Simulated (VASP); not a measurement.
# IrS (Fm-3m) in VASP: a series of runs

The runs below take IrS through single point, with PBEsol.

Program: VASP 6.6.1. These are calculated values, not measurements. Logs are shortened: lines on timing, memory, paths and dates and some standing lists are left out, and cuts for length are marked.

### Step 1. The cell of the first run

The structure is cubic, space group Fm-3m (No. 225). Conventional cell: a = 4.812 Å, b = 4.812 Å, c = 4.812 Å, α = 90.00°, β = 90.00°, γ = 90.00°. Ir (site symmetry m-3m) has 6 S at 2.41 Å within 3.2 Å. S (site symmetry m-3m) has 6 Ir at 2.41 Å within 3.2 Å.

### Step 2. Single point, PBEsol (volume scaled by 0.960)

INCAR

```
  ALGO = Normal
  EDIFF = 1E-6
  ENCUT = 520
  GGA = PS
  ISIF = 2
  ISMEAR = 0
  LASPH = T
  LCHARG = F
  LREAL = F
  LWAVE = F
  NBANDS = 14
  NELM = 60
  PREC = Accurate
  SIGMA = 0.05
```

KPOINTS

```
k-points
0
Gamma
  10 10 10
```

POSCAR

```
IrS
1.0
    0.0000000000      2.4061510517      2.4061510517
    2.4061510517      0.0000000000      2.4061510517
    2.4061510517      2.4061510517      0.0000000000
Ir S
1 1
Direct
    0.5000000000      0.5000000000      0.5000000000
    0.0000000000      0.0000000000      0.0000000000
```

Potentials or basis: VASP PAW PBE potentials, release 64 (Ir, S).

Command:

```sh
cat potpaw_PBE.64/Ir/POTCAR potpaw_PBE.64/S/POTCAR > POTCAR
mpirun -np 1 vasp_std > vasp.out
```

OUTCAR:

```text
EDIFF = 1E-6
   ENCUT = 520
   GGA = PS
   ISIF = 2
   ISMEAR = 0
   LASPH = T
   LREAL = F
   NELM = 60
   PREC = Accurate

 ion  position               nearest neighbor table
   1  0.500  0.500  0.500-   2 2.41   2 2.41   2 2.41   2 2.41   2 2.41   2 2.41
   2  0.000  0.000  0.000-   1 2.41   1 2.41   1 2.41   1 2.41   1 2.41   1 2.41

  LATTYP: Found a face centered cubic cell.
 ALAT       =     4.8123021034

  Lattice vectors:

 A1 = (   0.0000000000,   2.4061510517,   2.4061510517)
 A2 = (   2.4061510517,   0.0000000000,   2.4061510517)
 A3 = (   2.4061510517,   2.4061510517,   0.0000000000)

Analysis of symmetry for initial positions (statically):
=====================================================================
 Subroutine PRICEL returns:
 Original cell was already a primitive cell.

 Routine SETGRP: Setting up the symmetry group for a
 face centered cubic supercell.

 Subroutine GETGRP returns: Found 48 space group operations
 (whereof 48 operations were pure point group operations)
 out of a pool of 48 trial point group operations.

The static configuration has the point symmetry O_h .

Analysis of symmetry for dynamics (positions and initial velocities):
=====================================================================
 Subroutine PRICEL returns:
 Original cell was already a primitive cell.

 Routine SETGRP: Setting up the symmetry group for a
 face centered cubic supercell.

 Subroutine GETGRP returns: Found 48 space group operations
 (whereof 48 operations were pure point group operations)
 out of a pool of 48 trial point group operations.

The dynamic configuration has the point symmetry O_h .

 Subroutine INISYM returns: Found 48 space group operations
 (whereof 48 operations are pure point group operations),
 and found     1 'primitive' translations

----------------------------------------------------------------------------------------

                                     Primitive cell

  volume of cell :      27.8611

  direct lattice vectors                    reciprocal lattice vectors
     0.000000000  2.406151052  2.406151052    -0.207800753  0.207800753  0.207800753
     2.406151052  0.000000000  2.406151052     0.207800753 -0.207800753  0.207800753
     2.406151052  2.406151052  0.000000000     0.207800753  0.207800753 -0.207800753

  length of vectors
     3.402811450  3.402811450  3.402811450     0.359921462  0.359921462  0.359921462

  position of ions in fractional coordinates (direct lattice)
     0.500000000  0.500000000  0.500000000
     0.000000000  0.000000000  0.000000000

  ion indices of the primitive-cell ions
   primitive index   ion index
                 1           1
                 2           2

----------------------------------------------------------------------------------------

 KPOINTS: k-points

Automatic generation of k-mesh.
 Grid dimensions read from file:
 generate k-points for:   10   10   10

 Generating k-lattice:

  Cartesian coordinates                     Fractional coordinates (reciprocal lattice)
    -0.020780075  0.020780075  0.020780075     0.100000000  0.000000000  0.000000000
     0.020780075 -0.020780075  0.020780075     0.000000000  0.100000000  0.000000000
     0.020780075  0.020780075 -0.020780075     0.000000000  0.000000000  0.100000000

  Length of vectors
     0.035992146  0.035992146  0.035992146

  Shift w.r.t. Gamma in fractional coordinates (k-lattice)
     0.000000000  0.000000000  0.000000000

 Subroutine IBZKPT returns following result:
 ===========================================

 Found     47 irreducible k-points:

 Following reciprocal coordinates:
            Coordinates               Weight
  0.000000  0.000000  0.000000      1.000000
  0.100000  0.000000  0.000000      8.000000
  0.200000  0.000000  0.000000      8.000000
  0.300000  0.000000  0.000000      8.000000
  0.400000  0.000000  0.000000      8.000000
  0.500000  0.000000  0.000000      4.000000
[... 16 lines left out ...]
  0.300000  0.300000  0.000000      6.000000
  0.400000  0.300000  0.000000     24.000000
 [... further k-points ...]
   k-points           NKPTS =     47   k-points in BZ     NKDIM =     47   number of bands    NBANDS=     14
   number of dos      NEDOS =    301   number of ions     NIONS =      2
   total plane-waves  NPLWV =  21952
   dimension x,y,z NGX =    28 NGY =   28 NGZ =   28
   dimension x,y,z NGXF=    56 NGYF=   56 NGZF=   56
   ions per type =               1   1
   NGX,Y,Z   is equivalent  to a cutoff of  13.68, 13.68, 13.68 a.u.
   NGXF,Y,Z  is equivalent  to a cutoff of  27.36, 27.36, 27.36 a.u.
 SYSTEM =  unknown system
   PREC   = accura    normal or accurate (medium, high low for compatibility)
   ISTART =      0    job   : 0-new  1-cont  2-samecut
   ICHARG =      2    charge: 1-file 2-atom 10-const
   ISPIN  =      1    spin polarized calculation?
   LNONCOLLINEAR =      F non collinear calculations
   LSORBIT =      F    spin-orbit coupling
   LASPH  =      T    aspherical Exc in radial PAW
   ENCUT  =  520.0 eV  38.22 Ry    6.18 a.u.   6.33  6.33  6.33*2*pi/ulx,y,z
   NELM   =     60;   NELMIN=  2; NELMDL= -5     # of ELM steps
   EDIFF  = 0.1E-05   stopping-criterion for ELM
   LREAL  =      F    real-space projection
   EDIFFG = 0.1E-04   stopping-criterion for IOM
   NSW    =      0    number of steps for IOM
   IBRION =     -1    ionic relax: 0-MD 1-quasi-New 2-CG
   NFREE  =      0    steps in history (QN), initial steepest desc. (CG)
   ISIF   =      2    stress and relaxation
   ISYM   =      2    0-nonsym 1-usesym 2-fastsym
   POTIM  = 0.5000    time-step for ionic-motion
   TEBEG  =    0.0;   TEEND  =   0.0 temperature during run
   PSTRESS=    0.0 pullay stress
   NELECT =      15.0000    total number of electrons
   NUPDOWN=      -1.0000    fix difference up-down
   EMIN   =  10.00;   EMAX   =-10.00  energy-range for DOS
   EFERMI =   0.00;   METHOD = LEGACY
   ISMEAR =     0;   SIGMA  =   0.05  broadening in eV -4-tet -1-fermi 0-gaus
   EFERMI_NEDOS =   21; number of points for ismear=-14 and -15
   IALGO  =     38    algorithm
   IMIX   =      4    mixing-type and parameters
     AMIX     =   0.40;   BMIX     =  1.00
     AMIX_MAG =   1.60;   BMIX_MAG =  1.00
  volume/ion in A,a.u.               =      13.93        94.01
  Fermi-wavevector in a.u.,A,eV,Ry     =   1.331800  2.516737 24.132537  1.773691
  Thomas-Fermi vector in A             =   2.460784
   LORBIT       =      0    0 simple, 1 ext, 2 COOP (PROOUT), +10 PAW based schemes
   GGA     = PS    functional components
   LHFCALC =     F    Hartree Fock is set to
   AEXX    =    0.0000 exact exchange contribution
   IVDW    =     0    specifies the selected vdW correction
   LEPSILON=     F    determine dielectric tensor
   LRPA    =     F    only Hartree local field effects (RPA)
 non-spin polarized calculation
 Gauss-broadening in eV      SIGMA  =   0.05
  energy-cutoff  :      520.00
  volume of cell :       27.86
 maximum number of plane-waves:       763
 NGX is ok and might be reduce to    28
   NGX = 13   NGY = 13   NGZ = 13

 number of electron      14.9999999 magnetization

 Free energy of the ion-electron system (eV)
  ---------------------------------------------------
  ext. energy  EPLUGINS =         0.00000000
  ---------------------------------------------------
  free energy    TOTEN  =       -13.43912972 eV

  energy without entropy =      -13.43736054  energy(sigma->0) =      -13.43824513

 E-fermi :   9.9433     XC(G=0): -12.8971

 val. band max:        9.9224151519   @ k =  -0.4000   0.5000   0.1000
 cond. band min:       9.9606890120   @ k =   0.5000   0.3000   0.1000
 fundamental gap:      0.0382738601
 Fermi energy:         9.9432846919

 k-point     1 :       0.0000    0.0000    0.0000
  band No.  band energies     occupation
      1      -6.9702      2.00000
      2       6.4816      2.00000
      3       6.4816      2.00000
      4       6.4816      2.00000
      5       6.6062      2.00000
      6       6.6062      2.00000
      7       7.5349      2.00000
      8       7.5349      2.00000
      9       7.5349      2.00000
     10      13.2581      0.00000
     11      20.0252      0.00000
     12      22.9483      0.00000
     13      22.9483      0.00000
     14      22.9483      0.00000

 k-point     2 :       0.1000    0.0000    0.0000
  band No.  band energies     occupation
      1      -6.8019      2.00000
      2       5.6135      2.00000
      3       5.6135      2.00000
      4       5.6248      2.00000
      5       6.6544      2.00000
      6       6.6544      2.00000
      7       7.7220      2.00000
      8       8.7288      2.00000
      9       8.7288      2.00000
     10      14.0140      0.00000
     11      19.9539      0.00000
     12      22.4798      0.00000
     13      22.4798      0.00000
     14      22.4921      0.00000

 k-point     3 :       0.2000    0.0000    0.0000
  band No.  band energies     occupation
      1      -6.3187      2.00000
      2       3.9996      2.00000
      3       4.5420      2.00000
      4       4.5420      2.00000
      5       7.0927      2.00000
      6       7.0927      2.00000
      7       7.9908      2.00000
      8      10.4302      0.00000
      9      10.4302      0.00000
     10      15.4283      0.00000
     11      18.9405      0.00000
     12      20.9852      0.00000
     13      20.9852      0.00000
     14      22.9540      0.00000
[... 324 lines left out ...]
 k-point    23 :       0.3000    0.3000    0.0000
  band No.  band energies     occupation
      1      -5.5526      2.00000
      2       2.1701      2.00000
      3       5.3145      2.00000
      4       5.5036      2.00000
      5       5.5036      2.00000
      6       7.1967      2.00000
      7       9.6217      2.00000
      8       9.6217      2.00000
      9      10.9381      0.00000
     10      14.4133      0.00000
     11      20.3193      0.00000
     12      20.4974      0.00000
     13      20.7101      0.00000
     14      20.7101      0.00000

 k-point    24 :       0.4000    0.3000    0.0000
  band No.  band energies     occupation
      1      -5.2421      2.00000
      2       2.1231      2.00000
      3       4.4264      2.00000
      4       5.0363      2.00000
      5       6.0607      2.00000
      6       7.9276      2.00000
      7       9.4342      2.00000
      8       9.6942      2.00000
      9      11.7684      0.00000
     10      12.8596      0.00000
     11      19.4025      0.00000
     12      20.6984      0.00000
     13      21.0431      0.00000
     14      23.0025      0.00000

 [... further k-points ...]

------------------------ aborting loop because EDIFF is reached ----------------------------------------

  FORCE on cell =-STRESS in cart. coord.  units (eV):
  Direction    XX          YY          ZZ          XY          YZ          ZX
  --------------------------------------------------------------------------------------
  -------------------------------------------------------------------------------------
  Total        1.9170245      1.9170245      1.9170245     -0.0000000      0.0000000      0.0000000
  in kB      110.2400993    110.2400993    110.2400993     -0.0000000      0.0000000      0.0000000
  external PRESSURE =     110.2400993 kB  Pullay stress =       0.0000000 kB

 VOLUME and BASIS-vectors are now :
 -----------------------------------------------------------------------------
  energy-cutoff  :      520.00
  volume of cell :       27.86
      direct lattice vectors                 reciprocal lattice vectors
     0.000000000  2.406151052  2.406151052    -0.207800753  0.207800753  0.207800753
     2.406151052  0.000000000  2.406151052     0.207800753 -0.207800753  0.207800753
     2.406151052  2.406151052  0.000000000     0.207800753  0.207800753 -0.207800753

 POSITION                                       TOTAL-FORCE (eV/Angst)
 -----------------------------------------------------------------------------------
      2.40615      2.40615      2.40615         0.000000     -0.000000     -0.000000
      0.00000      0.00000      0.00000        -0.000000      0.000000      0.000000
 -----------------------------------------------------------------------------------
    total drift:                                0.000000      0.000000      0.000000

  FREE ENERGIE OF THE ION-ELECTRON SYSTEM (eV)
  ---------------------------------------------------
  free  energy   TOTEN  =       -13.4391297203 eV

  energy  without entropy=      -13.4373605355  energy(sigma->0) =      -13.43824513
```

Wall time 18 s (1 thread of AMD EPYC 7R43 (Zen 3), shared host); peak memory 0.14 GiB.

Results:

```yaml
Free_energy: -13.4391 eV
Pressure: 11.0 GPa
```

Caveat: the cell differs from its parent crystal (volume scaled by 0.960); the PAW data sets were made with another functional, which shifts forces and pressure a little; spin-orbit coupling is left out, which moves the levels of the heavy elements.

### Step 3. Single point, PBEsol

This run uses another cell than the first one, of 14.57 Å³/atom, 1.046 times its volume.

INCAR

```
PREC = Accurate ; ENCUT = 520
EDIFF = 1E-6 ; ISMEAR = 0
SIGMA = 0.05 ; LREAL = F
LASPH = T ; NELM = 100
ALGO = Normal ; ISIF = 2
LWAVE = F ; LCHARG = F
GGA = PS ; NBANDS = 14
```

KPOINTS

```
regular mesh
0
Gamma
  10 10 10
```

POSCAR

```
IrS
1.0
    0.0000000000      2.4426881431      2.4426881431
    2.4426881431      0.0000000000      2.4426881431
    2.4426881431      2.4426881431      0.0000000000
Ir S
1 1
Direct
    0.5000000000      0.5000000000      0.5000000000
    0.0000000000      0.0000000000      0.0000000000
```

Potentials or basis: VASP PAW PBE potentials, release 64 (Ir, S).

Command:

```sh
cat potpaw_PBE.64/Ir/POTCAR potpaw_PBE.64/S/POTCAR > POTCAR
mpirun -np 1 vasp_std > vasp.out
```

Wall time 18 s (1 thread of AMD EPYC 7R43 (Zen 3), shared host); peak memory 0.14 GiB.

The run converged. Its results:

```yaml
Free_energy: -13.4828 eV
Pressure: 0.2 GPa
```

Levels at points of the mesh, in eV from the Fermi level:
```
           k point  band 4  band 5  band 6  band 7  band 8  band 9  band 10  band 11  band 12  band 13
(0.00, 0.00, 0.00)   -3.16   -3.07   -3.07   -2.32   -2.32   -2.32     2.92    10.22    12.75    12.75
(0.50, 0.00, 0.00)   -6.48   -1.21   -1.21   -0.56    3.15    4.40     4.40     6.48     6.48    10.91
(0.50, 0.50, 0.00)   -4.02   -4.02   -2.21   -0.61   -0.61   -0.15     1.69    10.48    11.80    14.68
```

Caveat: the PAW data sets were made with another functional, which shifts forces and pressure a little; spin-orbit coupling is left out, which moves the levels of the heavy elements.

### Step 4. Single point, PBEsol

This run uses another cell than the first one, of 14.51 Å³/atom, 1.042 times its volume.

INCAR

```
SYSTEM = IrS
PREC = Accurate
ENCUT = 520
EDIFF = 1E-6
ISMEAR = 0
SIGMA = 0.05
LREAL = .False.
LASPH = .True.
NELM = 60
ALGO = Normal
ISIF = 2
LWAVE = .False.
LCHARG = .False.
GGA = PS
NBANDS = 14
```

KPOINTS

```
regular mesh
0
Gamma
  10 10 10
  0 0 0
```

POSCAR

```
IrS
1.0
    0.0000000000      2.4391161214      2.4391161214
    2.4391161214      0.0000000000      2.4391161214
    2.4391161214      2.4391161214      0.0000000000
Ir S
1 1
Direct
    0.5000000000      0.5000000000      0.5000000000
    0.0000000000      0.0000000000      0.0000000000
```

Potentials or basis: VASP PAW PBE potentials, release 64 (Ir, S).

Command:

```sh
cat potpaw_PBE.64/Ir/POTCAR potpaw_PBE.64/S/POTCAR > POTCAR
mpirun -np 1 vasp_std > vasp.out
```

OUTCAR:

```text
SYSTEM = IrS
   PREC = Accurate
   ENCUT = 520
   EDIFF = 1E-6
   ISMEAR = 0
   LREAL = .False.
   LASPH = .True.
   NELM = 60
   ISIF = 2
   GGA = PS

 ion  position               nearest neighbor table
   1  0.500  0.500  0.500-   2 2.44   2 2.44   2 2.44   2 2.44   2 2.44   2 2.44
   2  0.000  0.000  0.000-   1 2.44   1 2.44   1 2.44   1 2.44   1 2.44   1 2.44

  LATTYP: Found a face centered cubic cell.
 ALAT       =     4.8782322428

  Lattice vectors:

 A1 = (   0.0000000000,   2.4391161214,   2.4391161214)
 A2 = (   2.4391161214,   0.0000000000,   2.4391161214)
[... 595 lines left out ...]

  FORCE on cell =-STRESS in cart. coord.  units (eV):
  Direction    XX          YY          ZZ          XY          YZ          ZX
  --------------------------------------------------------------------------------------
  -------------------------------------------------------------------------------------
  Total        0.2032454      0.2032454      0.2032454      0.0000000     -0.0000000      0.0000000
  in kB       11.2202829     11.2202829     11.2202829      0.0000000     -0.0000000      0.0000000
  external PRESSURE =      11.2202829 kB  Pullay stress =       0.0000000 kB

 VOLUME and BASIS-vectors are now :
 -----------------------------------------------------------------------------
  energy-cutoff  :      520.00
  volume of cell :       29.02
      direct lattice vectors                 reciprocal lattice vectors
     0.000000000  2.439116121  2.439116121    -0.204992290  0.204992290  0.204992290
     2.439116121  0.000000000  2.439116121     0.204992290 -0.204992290  0.204992290
     2.439116121  2.439116121  0.000000000     0.204992290  0.204992290 -0.204992290

 POSITION                                       TOTAL-FORCE (eV/Angst)
 -----------------------------------------------------------------------------------
      2.43912      2.43912      2.43912        -0.000000      0.000000      0.000000
      0.00000      0.00000      0.00000         0.000000     -0.000000     -0.000000
 -----------------------------------------------------------------------------------
    total drift:                                0.000000      0.000000      0.000000

  FREE ENERGIE OF THE ION-ELECTRON SYSTEM (eV)
  ---------------------------------------------------
  free  energy   TOTEN  =       -13.4822226414 eV

  energy  without entropy=      -13.4805870169  energy(sigma->0) =      -13.48140483
```

stdout:

```text
POSCAR found type information on POSCAR IrS
 POSCAR found :  2 types and       2 ions
 scaLAPACK will be used
 -----------------------------------------------------------------------------
|                                                                             |
|                                                                             |
|     You enforced a specific xc type in the INCAR file but a different       |
|     I HOPE YOU KNOW WHAT YOU ARE DOING!                                     |
|                                                                             |
 -----------------------------------------------------------------------------

 LDA part: xc-table for (Slater+PW92), standard interpolation
 POSCAR, INCAR and KPOINTS ok, starting setup
 FFT: planning ... GRIDC
 FFT: planning ... GRID_SOFT
 FFT: planning ... GRID
 WAVECAR not read
 entering main loop
```

It took 17 s on 1 thread of AMD EPYC 7R43 (Zen 3), shared host; peak memory 0.14 GiB.

What came out:

```
Free energy : -13.4822 eV
Pressure    : 1.1 GPa
```

Levels at points of the mesh, in eV from the Fermi level:
| k point | band 4 | band 5 | band 6 | band 7 | band 8 | band 9 | band 10 | band 11 | band 12 | band 13 |
| --- | --- | --- | --- | --- | --- | --- | --- | --- | --- | --- |
| (0.00, 0.00, 0.00) | -3.19 | -3.10 | -3.10 | -2.33 | -2.33 | -2.33 | 2.96 | 10.20 | 12.77 | 12.77 |
| (0.50, 0.00, 0.00) | -6.52 | -1.22 | -1.22 | -0.57 | 3.14 | 4.43 | 4.43 | 6.48 | 6.48 | 10.98 |
| (0.50, 0.50, 0.00) | -4.04 | -4.04 | -2.22 | -0.62 | -0.62 | -0.16 | 1.71 | 10.51 | 11.83 | 14.69 |

Caveat: the PAW data sets were made with another functional, which shifts forces and pressure a little; spin-orbit coupling is left out, which moves the levels of the heavy elements.

### Step 5. Overview

| cell | gap on the mesh (eV) | pressure (GPa) |
| --- | --- | --- |
| a = 3.403 Å, angles 60.0°, 2 atoms | none | 11.0 |
| a = 3.454 Å, angles 60.0°, 2 atoms | none | 0.2 |
| a = 3.449 Å, angles 60.0°, 2 atoms | none | 1.1 |

Alike in all rows: task single point; level PBEsol; potentials or basis VASP PAW PBE potentials, release 64 (Ir, S); no spin polarisation; k mesh 10 × 10 × 10; cutoff (eV) 520; smearing gaussian 0.05 eV.

Caveats: the PAW data sets were made with another functional, which shifts forces and pressure a little; spin-orbit coupling is left out, which moves the levels of the heavy elements.

Total energies depend on the potentials used, so only differences within one code and one set of settings carry meaning.
